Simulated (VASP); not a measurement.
# CdS (kscan) (F-43m) in VASP: phonons with r2SCAN

Aim: the phonons of CdS (kscan) with r2SCAN.

Everything below comes from runs of VASP 6.6.1. Logs are shortened: lines on timing, memory, paths and dates and some standing lists are left out, and cuts for length are marked.

### 1 The cell of the first run

The structure is cubic, space group F-43m (No. 216). The conventional cell has a = 5.879 Å, b = 5.879 Å, c = 5.879 Å, α = 90.00°, β = 90.00°, γ = 90.00°. Cd (site symmetry -43m) has 4 S at 2.55 Å within 3.4 Å. Within 3.4 Å of S (site symmetry -43m) lie 4 Cd at 2.55 Å.

### 2 Phonons, r2SCAN

Input file INCAR:

```
SYSTEM = CdS
PREC     = Accurate       ! precision mode
ENCUT    = 520            ! plane-wave cutoff, eV
EDIFF    = 1E-8           ! SCF threshold, eV
ISMEAR   = 0              ! smearing method
SIGMA    = 0.01           ! smearing width, eV
LREAL    = .False.        ! projectors in reciprocal space
LASPH    = .True.         ! aspherical terms in the spheres
NELM     = 80             ! most SCF steps
ALGO     = Normal         ! electronic algorithm
ISIF     = 2              ! what is computed and relaxed
LWAVE    = .False.        ! write WAVECAR
LCHARG   = .True.         ! write CHGCAR
METAGGA  = R2SCAN         ! meta-GGA
LMIXTAU  = .True.       
IBRION   = 6              ! ionic algorithm
NFREE    = 2            
POTIM    = 0.015          ! step
NSW      = 1              ! ionic steps
```

Input file KPOINTS:

```
Automatic mesh
0
Gamma
  8 8 8
  0 0 0
```

Input file POSCAR:

```
CdS
1.0
    0.0000000000      2.9393400463      2.9393400463
    2.9393400463      0.0000000000      2.9393400463
    2.9393400463      2.9393400463      0.0000000000
Cd S
1 1
Direct
    0.0000000000      0.0000000000      0.0000000000
    0.7500000000      0.7500000000      0.7500000000
```

Potentials or basis: VASP PAW PBE potentials, release 64 (Cd, S).

Command:

```sh
> cat potpaw_PBE.64/Cd/POTCAR potpaw_PBE.64/S/POTCAR > POTCAR
> mpirun -np 1 vasp_std > vasp.out
```

OUTCAR:

```text
SYSTEM = CdS
   PREC = Accurate
   ENCUT = 520
   EDIFF = 1E-8
   ISMEAR = 0
   LREAL = .False.
   LASPH = .True.
   NELM = 80
   ISIF = 2
   METAGGA = R2SCAN
   IBRION = 6
   NFREE = 2
   POTIM = 0.015
   NSW = 1

 ion  position               nearest neighbor table
   1  0.000  0.000  0.000-   2 2.55   2 2.55   2 2.55   2 2.55
   2  0.750  0.750  0.750-   1 2.55   1 2.55   1 2.55   1 2.55

  LATTYP: Found a face centered cubic cell.
 ALAT       =     5.8786800926

  Lattice vectors:

 A1 = (   0.0000000000,   2.9393400463,   2.9393400463)
 A2 = (   2.9393400463,   0.0000000000,   2.9393400463)
 A3 = (   2.9393400463,   2.9393400463,   0.0000000000)

Analysis of symmetry for initial positions (statically):
=====================================================================
 Subroutine PRICEL returns:
 Original cell was already a primitive cell.

 Routine SETGRP: Setting up the symmetry group for a
 face centered cubic supercell.

 Subroutine GETGRP returns: Found 24 space group operations
 (whereof 24 operations were pure point group operations)
 out of a pool of 48 trial point group operations.

The static configuration has the point symmetry T_d .

Analysis of symmetry for dynamics (positions and initial velocities):
=====================================================================
 Subroutine PRICEL returns:
 Original cell was already a primitive cell.

 Routine SETGRP: Setting up the symmetry group for a
 face centered cubic supercell.

 Subroutine GETGRP returns: Found 24 space group operations
 (whereof 24 operations were pure point group operations)
 out of a pool of 48 trial point group operations.

The dynamic configuration has the point symmetry T_d .

 Subroutine INISYM returns: Found 24 space group operations
 (whereof 24 operations are pure point group operations),
 and found     1 'primitive' translations

----------------------------------------------------------------------------------------

                                     Primitive cell

  volume of cell :      50.7901

  direct lattice vectors                    reciprocal lattice vectors
     0.000000000  2.939340046  2.939340046    -0.170106212  0.170106212  0.170106212
[... 278 lines left out ...]

 number of electron      18.0000006 magnetization

 Free energy of the ion-electron system (eV)
  ---------------------------------------------------
  ext. energy  EPLUGINS =         0.00000000
  ---------------------------------------------------
  free energy    TOTEN  =       -29.68542076 eV

  energy without entropy =      -29.68542076  energy(sigma->0) =      -29.68542076

 E-fermi :   0.9176     XC(G=0):  -9.6184

 val. band max:        0.8556598937   @ k =   0.0000   0.0000   0.0000
 cond. band min:       2.3895819925   @ k =   0.0000   0.0000   0.0000
 fundamental gap:      1.5339220988
 Fermi energy:         0.9176172197

 k-point     1 :       0.0000    0.0000    0.0000
  band No.  band energies     occupation
      1     -11.8793      2.00000
      2      -7.0445      2.00000
      3      -7.0342      2.00000
      4      -7.0242      2.00000
      5      -6.5540      2.00000
      6      -6.5539      2.00000
      7       0.8467      2.00000
      8       0.8517      2.00000
      9       0.8557      2.00000
     10       2.3896      0.00000
     11       7.9268      0.00000
     12       7.9306      0.00000
     13       7.9354      0.00000
[... 354 lines left out ...]
  band No.  band energies     occupation
      1     -11.4112      2.00000
      2      -6.8703      2.00000
      3      -6.8396      2.00000
      4      -6.5768      2.00000
      5      -6.5278      2.00000
      6      -6.0792      2.00000
      7      -3.1590      2.00000
      8      -1.0306      2.00000
      9      -0.3460      2.00000
     10       5.6452      0.00000
     11       6.9998      0.00000
     12       8.5379      0.00000
     13       9.6861      0.00000

 [... further k-points ...]

------------------------ aborting loop because EDIFF is reached ----------------------------------------

  FORCE on cell =-STRESS in cart. coord.  units (eV):
  Direction    XX          YY          ZZ          XY          YZ          ZX
  --------------------------------------------------------------------------------------
  -------------------------------------------------------------------------------------
  Total        0.0880924      0.0903185      0.0903185      0.0000000     -0.0967620      0.0000000
  in kB        2.7788782      2.8491005      2.8491005      0.0000000     -3.0523606      0.0000000
  external PRESSURE =       2.8256930 kB  Pullay stress =       0.0000000 kB
[... 17 lines left out ...]
  FREE ENERGIE OF THE ION-ELECTRON SYSTEM (eV)
  ---------------------------------------------------
  free  energy   TOTEN  =       -29.6854207576 eV

  energy  without entropy=      -29.6854207576  energy(sigma->0) =      -29.68542076

 INTERNAL STRAIN TENSORS FROM DISPLACED ATOMS
 ============================================

 INTERNAL STRAIN TENSOR FOR ION    1 for displacements in x,y,z  (eV/Angst):
          X           Y           Z          XY          YZ          ZX
  --------------------------------------------------------------------------------
  x    -0.00000     0.00000     0.00000     0.00000    -6.46418     0.00000
  y     0.00000     0.00000     0.00000     0.00000     0.00000    -6.46418
  z     0.00000     0.00000    -0.00000    -6.46418     0.00000     0.00000

 INTERNAL STRAIN TENSOR FOR ION    2 for displacements in x,y,z  (eV/Angst):
          X           Y           Z          XY          YZ          ZX
  --------------------------------------------------------------------------------
  x     0.00000     0.00000     0.00000     0.00000     6.45053     0.00000
  y     0.00000    -0.00000     0.00000     0.00000     0.00000     6.45053
  z     0.00000     0.00000     0.00000     6.45053     0.00000     0.00000

 Eigenvectors and eigenvalues of the dynamical matrix
 ----------------------------------------------------

   1 f  =    6.908665 THz    43.408420 2PiTHz  230.448244 cm-1    28.571928 meV
             X         Y         Z           dx          dy          dz
      0.000000  0.000000  0.000000    -0.472829    0.000000   -0.000000
      4.409010  4.409010  4.409010     0.881154    0.000000   -0.000000
[... 21 lines left out ...]
   6 f/i=    0.013465 THz     0.084601 2PiTHz    0.449131 cm-1     0.055685 meV
             X         Y         Z           dx          dy          dz
      0.000000  0.000000  0.000000     0.460317    0.701407   -0.269386
      4.409010  4.409010  4.409010     0.247007    0.376376   -0.144553

 ELASTIC MODULI CONTR FROM IONIC RELAXATION (kBar)
 Direction    XX          YY          ZZ          XY          YZ          ZX
 --------------------------------------------------------------------------------
 XX          -0.0000      0.0000      0.0000      0.0000     -0.0000      0.0000
 YY           0.0000     -0.0000      0.0000      0.0000      0.0000      0.0000
 ZZ           0.0000      0.0000     -0.0000     -0.0000      0.0000      0.0000
 XY           0.0000      0.0000     -0.0000   -269.2569      0.0000      0.0000
 YZ          -0.0000      0.0000      0.0000      0.0000   -269.2569      0.0000
 ZX           0.0000      0.0000      0.0000      0.0000      0.0000   -269.2569
 --------------------------------------------------------------------------------
```

OSZICAR:

```text
N       E                     dE             d eps       ncg     rms          rms(c)
DAV:   1     0.859261783012E+02    0.85926E+02   -0.93637E+03   770   0.129E+03
DAV:   2    -0.298637976465E+02   -0.11579E+03   -0.10982E+03   849   0.300E+02
DAV:   3    -0.348452889035E+02   -0.49815E+01   -0.49673E+01   904   0.659E+01
[... 71 lines left out ...]
DAV:   8    -0.296854193716E+02   -0.12244E-05   -0.11839E-06  2555   0.124E-02    0.144E-03
DAV:   9    -0.296854207515E+02   -0.13799E-05   -0.60399E-07  2530   0.781E-03    0.680E-04
DAV:  10    -0.296854206911E+02    0.60369E-07   -0.17190E-07  2565   0.501E-03    0.388E-04
DAV:  11    -0.296854207549E+02   -0.63730E-07   -0.16063E-08  2441   0.164E-03    0.246E-04
DAV:  12    -0.296854207576E+02   -0.27549E-08   -0.67829E-09  1795   0.731E-04
   5 F= -.29685421E+02 E0= -.29685421E+02  d E =-.236394E-21
```

stdout:

```text
POSCAR found type information on POSCAR CdS
 POSCAR found :  2 types and       2 ions
 scaLAPACK will be used
 -----------------------------------------------------------------------------
|                                                                             |
|                                                                             |
|     You enforced a specific xc type in the INCAR file but a different       |
|     I HOPE YOU KNOW WHAT YOU ARE DOING!                                     |
|                                                                             |
 -----------------------------------------------------------------------------

 LDA part: xc-table for (None), standard interpolation
 POSCAR, INCAR and KPOINTS ok, starting setup
 FFT: planning ... GRIDC
 FFT: planning ... GRID_SOFT
 FFT: planning ... GRID
 WAVECAR not read
 entering main loop
 Found     2 degrees of freedom:
 Finite differences POTIM= 0.01500 DOF=   2
 bond charge predicted
 Finite differences progress:
 bond charge predicted
 Finite differences progress:
 bond charge predicted
 Finite differences progress:
 bond charge predicted
 Finite differences progress:
```

Run time: 8.9 min. Hardware: 1 thread of AMD EPYC 9R45 (Zen 5), shared host; peak memory 0.24 GiB.

What came out:

| Item | Value |
| --- | --- |
| Highest phonon frequency at Γ, LO-TO splitting left out | 230 cm⁻¹ |

Phonon frequencies in cm⁻¹ (negative: imaginary):
```csv
q point,frequencies
"(0.000, 0.000, 0.000)",0 0 0 230 230 230
```

Caveat: the PAW data sets were made with another functional, which shifts forces and pressure a little.
